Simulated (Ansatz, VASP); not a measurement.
## One calculation of MgO, two programs

The input INCAR:

```
SYSTEM = MgO
PREC = Accurate ; ENCUT = 520
EDIFF = 1E-6 ; ISMEAR = 0
SIGMA = 0.05 ; LREAL = .False.
LASPH = .True. ; NELM = 60
ALGO = Normal ; ISIF = 2
LWAVE = .False. ; LCHARG = .False.
GGA = PS ; NBANDS = 16
```

File KPOINTS:

```
regular mesh
0
Gamma
  9 9 6
  0 0 0
```

File POSCAR:

```
MgO
1.0
    3.5735373093      0.0000000000      0.0000000000
   -1.7867686547      3.0947740912      0.0000000000
    0.0000000000      0.0000000000      4.1780412200
Mg O
2 2
Direct
    0.6666666667      0.3333333333      0.7500000000
    0.3333333333      0.6666666667      0.2500000000
    0.6666666667      0.3333333333      0.2500000000
    0.3333333333      0.6666666667      0.7500000000
```

Input for Ansatz:

```yaml
crystal:
  lattice:
    - [3.5735373093, 0.0, 0.0]
    - [-1.7867686547, 3.0947740912, 0.0]
    - [0.0, 0.0, 4.17804122]
  atoms:
    - { symbol: Mg, position: [0.6666666667, 0.3333333333, 0.75] }
    - { symbol: Mg, position: [0.3333333333, 0.6666666667, 0.25] }
    - { symbol: O, position: [0.6666666667, 0.3333333333, 0.25] }
    - { symbol: O, position: [0.3333333333, 0.6666666667, 0.75] }
basis:
  ecutwfc: 420
kpoints:
  mp_grid: { grid: [9, 9, 6] }
hamiltonian:
  xc: pbesol
scf:
  occupations: { method: gaussian, width: 0.05 }
output:
  forces: true
  stress: true
  eigenvalues: true
```

Change from the starting cell: strain +0.025 along x and y, +0.000 along z, atoms carried along.

Alike in both runs: task single point; functional PBEsol; k mesh 9 × 9 × 6; occupations gaussian, width 0.05 eV; no spin polarisation.

|  | VASP | Ansatz |
| --- | --- | --- |
| version | VASP 6.6.1 | Ansatz 0.2.0 |
| potentials or method | VASP PAW PBE potentials, release 64 (Mg, O), cutoff 520 eV | scalar-relativistic, plane waves, PAW |
| valence electrons in the cell | 16 | 32 |

Ansatz gave:

```
gap on the k mesh at the Fermi level (eV)                     : 3.11
least direct gap on the mesh (eV)                             : 3.11
pressure (GPa)                                                : -4.6
traceless stress, the component that is largest in VASP (GPa) : 2.31
```

Problem. What did VASP give for the same quantities?

Solution. gap on the k mesh at the Fermi level (eV): 3.11; least direct gap on the mesh (eV): 3.11; pressure (GPa): -5.0; traceless stress, the component that is largest in VASP (GPa): 2.27.

VASP's potentials were made for PBE, not for PBEsol. With one functional, cell and mesh, what is left measures potentials, basis and numerics. VASP's potentials hold 16 valence electrons a cell and Ansatz's 32, so a difference there can come from the potentials and not from the codes.
